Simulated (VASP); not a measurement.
# Si (Im-3m) in VASP: further runs

The runs below take Si through single point, relaxation of cell and atoms, with PBE.

All numbers are computed with VASP 6.6.1; they aren't measurements. Logs are shortened: lines on timing, memory, paths and dates and some standing lists are left out, and cuts for length are marked.

## (1) The cell of the first run

It takes space group Im-3m (No. 229, cubic). The conventional cell has a = 4.838 Å, b = 4.838 Å, c = 4.838 Å, α = 90.00°, β = 90.00°, γ = 90.00°. Within 3.2 Å of Si (site symmetry 4/mmm) lie 4 Si at 2.42 Å.

## (2) Single point, PBE

The input, INCAR:

```
SYSTEM = Si
PREC = Accurate
ENCUT = 520
EDIFF = 1E-7
ISMEAR = 0
SIGMA = 0.1
LREAL = .False.
LASPH = .True.
NELM = 100
ALGO = Normal
ISIF = 2
LWAVE = .False.
LCHARG = .False.
GGA = PE
NBANDS = 13
```

The input, KPOINTS:

```
regular mesh
0
Gamma
  6 6 6
  0 0 0
```

The input, POSCAR:

```
Si
1.0
   -2.4192317929      2.4192317929      2.4192317929
    2.4192317929     -2.4192317929      2.4192317929
    2.4192317929      2.4192317929     -2.4192317929
Si
3
Direct
    0.0000000000      0.5000000000      0.5000000000
    0.5000000000      0.0000000000      0.5000000000
    0.5000000000      0.5000000000      0.0000000000
```

Potentials or basis: VASP PAW PBE potentials, release 64 (Si).

Run with:

```sh
cat potpaw_PBE.64/Si/POTCAR > POTCAR
mpirun -np 1 vasp_std > vasp.out
```

OUTCAR:

```text
SYSTEM = Si
   PREC = Accurate
   ENCUT = 520
   EDIFF = 1E-7
   ISMEAR = 0
   LREAL = .False.
   LASPH = .True.
   NELM = 100
   ISIF = 2
   GGA = PE

 ion  position               nearest neighbor table
   1  0.000  0.500  0.500-   2 2.42   3 2.42   3 2.42   2 2.42
   2  0.500  0.000  0.500-   1 2.42   3 2.42   3 2.42   1 2.42
   3  0.500  0.500  0.000-   1 2.42   2 2.42   2 2.42   1 2.42

  LATTYP: Found a body centered cubic cell.
 ALAT       =     4.8384635858

  Lattice vectors:

 A1 = (  -2.4192317929,   2.4192317929,   2.4192317929)
 A2 = (   2.4192317929,  -2.4192317929,   2.4192317929)
 A3 = (   2.4192317929,   2.4192317929,  -2.4192317929)

Analysis of symmetry for initial positions (statically):
=====================================================================
 Subroutine PRICEL returns:
 Original cell was already a primitive cell.

 Routine SETGRP: Setting up the symmetry group for a
 body centered cubic supercell.

 Subroutine GETGRP returns: Found 48 space group operations
 (whereof 48 operations were pure point group operations)
 out of a pool of 48 trial point group operations.

The static configuration has the point symmetry O_h .

Analysis of symmetry for dynamics (positions and initial velocities):
=====================================================================
 Subroutine PRICEL returns:
 Original cell was already a primitive cell.

 Routine SETGRP: Setting up the symmetry group for a
 body centered cubic supercell.

 Subroutine GETGRP returns: Found 48 space group operations
 (whereof 48 operations were pure point group operations)
 out of a pool of 48 trial point group operations.

The dynamic configuration has the point symmetry O_h .

 Subroutine INISYM returns: Found 48 space group operations
 (whereof 48 operations are pure point group operations),
 and found     1 'primitive' translations

----------------------------------------------------------------------------------------

                                     Primitive cell

  volume of cell :      56.6360

  direct lattice vectors                    reciprocal lattice vectors
    -2.419231793  2.419231793  2.419231793     0.000000000  0.206677178  0.206677178
     2.419231793 -2.419231793  2.419231793     0.206677178  0.000000000  0.206677178
     2.419231793  2.419231793 -2.419231793     0.206677178  0.206677178  0.000000000

  length of vectors
     4.190232381  4.190232381  4.190232381     0.292285668  0.292285668  0.292285668

  position of ions in fractional coordinates (direct lattice)
     0.000000000  0.500000000  0.500000000
     0.500000000  0.000000000  0.500000000
     0.500000000  0.500000000  0.000000000

  ion indices of the primitive-cell ions
   primitive index   ion index
                 1           1
                 2           2
                 3           3

----------------------------------------------------------------------------------------

 KPOINTS: regular mesh

Automatic generation of k-mesh.
 Grid dimensions read from file:
 generate k-points for:    6    6    6

 Generating k-lattice:

  Cartesian coordinates                     Fractional coordinates (reciprocal lattice)
     0.000000000  0.034446196  0.034446196     0.166666667  0.000000000  0.000000000
     0.034446196  0.000000000  0.034446196     0.000000000  0.166666667  0.000000000
     0.034446196  0.034446196  0.000000000     0.000000000  0.000000000  0.166666667

  Length of vectors
     0.048714278  0.048714278  0.048714278

  Shift w.r.t. Gamma in fractional coordinates (k-lattice)
     0.000000000  0.000000000  0.000000000

 Subroutine IBZKPT returns following result:
 ===========================================

 Found     16 irreducible k-points:

 Following reciprocal coordinates:
            Coordinates               Weight
  0.000000  0.000000  0.000000      1.000000
  0.166667  0.000000  0.000000     12.000000
  0.333333  0.000000  0.000000     12.000000
  0.500000  0.000000  0.000000      6.000000
  0.166667  0.166667  0.000000     24.000000
  0.333333  0.166667  0.000000     48.000000
[... 8 lines left out ...]
  0.500000  0.500000  0.333333     12.000000
  0.500000  0.500000  0.500000      1.000000
   k-points           NKPTS =     16   k-points in BZ     NKDIM =     16   number of bands    NBANDS=     13
   number of dos      NEDOS =    301   number of ions     NIONS =      3
   total plane-waves  NPLWV =  32768
   dimension x,y,z NGX =    32 NGY =   32 NGZ =   32
   dimension x,y,z NGXF=    64 NGYF=   64 NGZF=   64
   ions per type =               3
   NGX,Y,Z   is equivalent  to a cutoff of  12.70, 12.70, 12.70 a.u.
   NGXF,Y,Z  is equivalent  to a cutoff of  25.39, 25.39, 25.39 a.u.
 SYSTEM =  Si
   PREC   = accura    normal or accurate (medium, high low for compatibility)
   ISTART =      0    job   : 0-new  1-cont  2-samecut
   ICHARG =      2    charge: 1-file 2-atom 10-const
   ISPIN  =      1    spin polarized calculation?
   LNONCOLLINEAR =      F non collinear calculations
   LSORBIT =      F    spin-orbit coupling
   LASPH  =      T    aspherical Exc in radial PAW
   ENCUT  =  520.0 eV  38.22 Ry    6.18 a.u.   7.79  7.79  7.79*2*pi/ulx,y,z
   NELM   =    100;   NELMIN=  2; NELMDL= -5     # of ELM steps
   EDIFF  = 0.1E-06   stopping-criterion for ELM
   LREAL  =      F    real-space projection
   EDIFFG = 0.1E-05   stopping-criterion for IOM
   NSW    =      0    number of steps for IOM
   IBRION =     -1    ionic relax: 0-MD 1-quasi-New 2-CG
   NFREE  =      0    steps in history (QN), initial steepest desc. (CG)
   ISIF   =      2    stress and relaxation
   ISYM   =      2    0-nonsym 1-usesym 2-fastsym
   POTIM  = 0.5000    time-step for ionic-motion
   TEBEG  =    0.0;   TEEND  =   0.0 temperature during run
   PSTRESS=    0.0 pullay stress
   NELECT =      12.0000    total number of electrons
   NUPDOWN=      -1.0000    fix difference up-down
   EMIN   =  10.00;   EMAX   =-10.00  energy-range for DOS
   EFERMI =   0.00;   METHOD = LEGACY
   ISMEAR =     0;   SIGMA  =   0.10  broadening in eV -4-tet -1-fermi 0-gaus
   EFERMI_NEDOS =   21; number of points for ismear=-14 and -15
   IALGO  =     38    algorithm
   IMIX   =      4    mixing-type and parameters
     AMIX     =   0.40;   BMIX     =  1.00
     AMIX_MAG =   1.60;   BMIX_MAG =  1.00
  volume/ion in A,a.u.               =      18.88       127.40
  Fermi-wavevector in a.u.,A,eV,Ry     =   0.975973  1.844321 12.959864  0.952523
  Thomas-Fermi vector in A             =   2.106555
   LORBIT       =      0    0 simple, 1 ext, 2 COOP (PROOUT), +10 PAW based schemes
   GGA     = PE    functional components
   LHFCALC =     F    Hartree Fock is set to
   AEXX    =    0.0000 exact exchange contribution
   IVDW    =     0    specifies the selected vdW correction
   LEPSILON=     F    determine dielectric tensor
   LRPA    =     F    only Hartree local field effects (RPA)
 non-spin polarized calculation
 Gauss-broadening in eV      SIGMA  =   0.10
  energy-cutoff  :      520.00
  volume of cell :       56.64
 maximum number of plane-waves:      1538
   NGX = 15   NGY = 15   NGZ = 15

 number of electron      12.0000000 magnetization

 Free energy of the ion-electron system (eV)
  ---------------------------------------------------
  ext. energy  EPLUGINS =         0.00000000
  ---------------------------------------------------
  free energy    TOTEN  =       -13.98999902 eV

  energy without entropy =      -13.98672676  energy(sigma->0) =      -13.98836289

 E-fermi :   6.6274     XC(G=0):  -9.9058

 val. band max:        6.4749945661   @ k =   0.3333   0.0000   0.0000
 cond. band min:       6.7328608759   @ k =  -0.3333   0.5000   0.1667
 fundamental gap:      0.2578663098
 Fermi energy:         6.6274170110

 k-point     1 :       0.0000    0.0000    0.0000
  band No.  band energies     occupation
      1      -5.8867      2.00000
      2       3.7458      2.00000
      3       3.7458      2.00000
      4       3.7458      2.00000
      5       4.3563      2.00000
      6       4.3563      2.00000
      7       7.8035      0.00000
      8       7.8035      0.00000
      9       7.8035      0.00000
     10       9.4003      0.00000
     11       9.4003      0.00000
     12       9.4003      0.00000
     13      11.3836      0.00000

 k-point     2 :       0.1667    0.0000    0.0000
  band No.  band energies     occupation
      1      -5.5723      2.00000
      2       1.5666      2.00000
      3       2.8250      2.00000
      4       3.4081      2.00000
      5       5.3291      2.00000
      6       6.2163      2.00000
      7       6.4283      1.99514
      8       6.8262      0.00493
      9       8.5486      0.00000
     10      10.3717      0.00000
     11      10.8864      0.00000
     12      10.9827      0.00000
     13      12.9214      0.00000

 k-point     3 :       0.3333    0.0000    0.0000
  band No.  band energies     occupation
      1      -4.6563      2.00000
      2      -0.8231      2.00000
      3       2.0252      2.00000
      4       2.8854      2.00000
      5       5.2682      2.00000
      6       5.9200      2.00000
      7       6.4750      1.96888
      8       7.9568      0.00000
      9      10.2788      0.00000
     10      11.5922      0.00000
     11      12.5722      0.00000
     12      12.7678      0.00000
     13      13.2558      0.00000

 k-point     4 :       0.5000    0.0000    0.0000
  band No.  band energies     occupation
      1      -3.5960      2.00000
      2      -2.4066      2.00000
      3       1.7434      2.00000
      4       2.6707      2.00000
      5       4.8846      2.00000
      6       5.6071      2.00000
      7       7.2327      0.00000
      8       9.0282      0.00000
      9      10.0630      0.00000
     10      11.3543      0.00000
     11      11.8473      0.00000
     12      15.4219      0.00000
     13      15.4466      0.00000

 k-point     5 :       0.1667    0.1667    0.0000
  band No.  band energies     occupation
      1      -4.9543      2.00000
      2       0.1040      2.00000
      3       1.2323      2.00000
      4       4.0272      2.00000
      5       4.9268      2.00000
      6       5.4052      2.00000
      7       7.5728      0.00000
      8       7.9595      0.00000
      9       8.7077      0.00000
     10      11.4292      0.00000
     11      12.0604      0.00000
     12      12.2390      0.00000
     13      13.5670      0.00000
[... 129 lines left out ...]
 k-point    14 :      -0.3333    0.3333    0.3333
  band No.  band energies     occupation
      1      -3.5078      2.00000
      2      -1.1612      2.00000
      3       1.5820      2.00000
      4       1.5820      2.00000
      5       2.0584      2.00000
      6       6.1851      2.00000
      7       8.4669      0.00000
      8       8.4669      0.00000
      9       9.0287      0.00000
     10      11.8202      0.00000
     11      13.3542      0.00000
     12      16.3097      0.00000
     13      16.3097      0.00000

 k-point    15 :       0.5000    0.5000    0.3333
  band No.  band energies     occupation
      1      -2.5097      2.00000
      2      -1.9538      2.00000
      3       0.9077      2.00000
      4       1.3124      2.00000
      5       2.3096      2.00000
      6       4.9388      2.00000
      7       8.4186      0.00000
      8       8.8831      0.00000
      9      10.5187      0.00000
     10      13.7546      0.00000
     11      14.0199      0.00000
     12      14.6410      0.00000
     13      15.0315      0.00000

 k-point    16 :       0.5000    0.5000    0.5000
  band No.  band energies     occupation
      1      -1.8331      2.00000
      2      -1.8331      2.00000
      3       1.0374      2.00000
      4       1.0374      2.00000
      5       1.0374      2.00000
      6       3.7978      2.00000
      7      10.2565      0.00000
      8      10.2565      0.00000
      9      10.2565      0.00000
     10      13.4517      0.00000
     11      13.4517      0.00000
     12      13.4517      0.00000
     13      16.1516      0.00000

------------------------ aborting loop because EDIFF is reached ----------------------------------------

  FORCE on cell =-STRESS in cart. coord.  units (eV):
  Direction    XX          YY          ZZ          XY          YZ          ZX
  --------------------------------------------------------------------------------------
  -------------------------------------------------------------------------------------
  Total       -0.0229930     -0.0229930     -0.0229930      0.0000000     -0.0000000     -0.0000000
  in kB       -0.6504487     -0.6504487     -0.6504487      0.0000000     -0.0000000     -0.0000000
  external PRESSURE =      -0.6504487 kB  Pullay stress =       0.0000000 kB

 VOLUME and BASIS-vectors are now :
 -----------------------------------------------------------------------------
  energy-cutoff  :      520.00
  volume of cell :       56.64
      direct lattice vectors                 reciprocal lattice vectors
    -2.419231793  2.419231793  2.419231793     0.000000000  0.206677178  0.206677178
     2.419231793 -2.419231793  2.419231793     0.206677178  0.000000000  0.206677178
     2.419231793  2.419231793 -2.419231793     0.206677178  0.206677178  0.000000000

 POSITION                                       TOTAL-FORCE (eV/Angst)
 -----------------------------------------------------------------------------------
      2.41923      0.00000      0.00000        -0.000000     -0.000000     -0.000000
      0.00000      2.41923      0.00000        -0.000000      0.000000     -0.000000
      0.00000      0.00000      2.41923         0.000000     -0.000000      0.000000
 -----------------------------------------------------------------------------------
    total drift:                               -0.000000     -0.000000      0.000000

  FREE ENERGIE OF THE ION-ELECTRON SYSTEM (eV)
  ---------------------------------------------------
  free  energy   TOTEN  =       -13.9899990153 eV

  energy  without entropy=      -13.9867267561  energy(sigma->0) =      -13.98836289
```

It took 10 s on 1 thread of Intel Xeon Platinum 8259CL at 2.50GHz (Skylake/Cascade Lake), shared host; peak memory 0.16 GiB.

What came out:

| Item | Value |
| --- | --- |
| Free energy | -13.9900 eV |
| Pressure | -0.1 GPa |
| Band gap on the k mesh | zero (band 6 reaches 7.62 eV, above the bottom of band 7 at 6.43 eV) |

Levels at points of the mesh, in eV from the Fermi level:
```
           k point  band 2  band 3  band 4  band 5  band 6  band 7  band 8  band 9  band 10  band 11
(0.00, 0.00, 0.00)   -2.88   -2.88   -2.88   -2.27   -2.27    1.18    1.18    1.18     2.77     2.77
(0.50, 0.00, 0.00)   -9.03   -4.88   -3.96   -1.74   -1.02    0.61    2.40    3.44     4.73     5.22
(0.50, 0.50, 0.50)   -8.46   -5.59   -5.59   -5.59   -2.83    3.63    3.63    3.63     6.82     6.82
```

## (3) Single point, PBE

This run uses another cell than the first one, of 23.93 Å³/atom, 1.268 times its volume.

The input, INCAR:

```
SYSTEM = Si
PREC = Accurate
ENCUT = 520
EDIFF = 1E-6
ISMEAR = 0
SIGMA = 0.1
LREAL = .FALSE.
LASPH = .TRUE.
NELM = 80
ALGO = Normal
ISIF = 2
LWAVE = .FALSE.
LCHARG = .TRUE.
GGA = PE
LELF = .TRUE.
LVHAR = .TRUE.
NBANDS = 13
```

The input, KPOINTS:

```
Automatic mesh
0
G
  6 6 6
  0 0 0
```

The input, POSCAR:

```
Si
1.0
   -2.6183379600      2.6183379600      2.6183379600
    2.6183379600     -2.6183379600      2.6183379600
    2.6183379600      2.6183379600     -2.6183379600
Si
3
Direct
    0.0000000000      0.5000000000      0.5000000000
    0.5000000000      0.0000000000      0.5000000000
    0.5000000000      0.5000000000      0.0000000000
```

Potentials or basis: VASP PAW PBE potentials, release 64 (Si).

Run with:

```sh
cat potpaw_PBE.64/Si/POTCAR > POTCAR
mpirun -np 1 vasp_std > vasp.out
```

It took 14 s on 1 thread of Intel Xeon Platinum 8259CL at 2.50GHz (Skylake/Cascade Lake), shared host; peak memory 0.19 GiB.

Results (log left out):

* Free energy: -13.4013 eV
* Pressure: -10.0 GPa
* Band gap on the k mesh: zero (band 6 reaches 5.25 eV, above the bottom of band 7 at 4.18 eV)

Levels at points of the mesh, in eV from the Fermi level:
```
           k point  band 2  band 3  band 4  band 5  band 6  band 7  band 8  band 9  band 10  band 11
(0.00, 0.00, 0.00)   -3.35   -3.35   -2.52   -2.52   -2.52    0.99    0.99    0.99     3.30     3.30
(0.50, 0.00, 0.00)   -8.11   -5.00   -3.27   -1.36   -0.51    0.46    1.83    2.56     3.59     3.95
(0.50, 0.50, 0.50)   -8.01   -4.53   -4.53   -4.53   -3.03    2.73    2.73    2.73     6.69     6.69
```

[end of part 1 of 2]
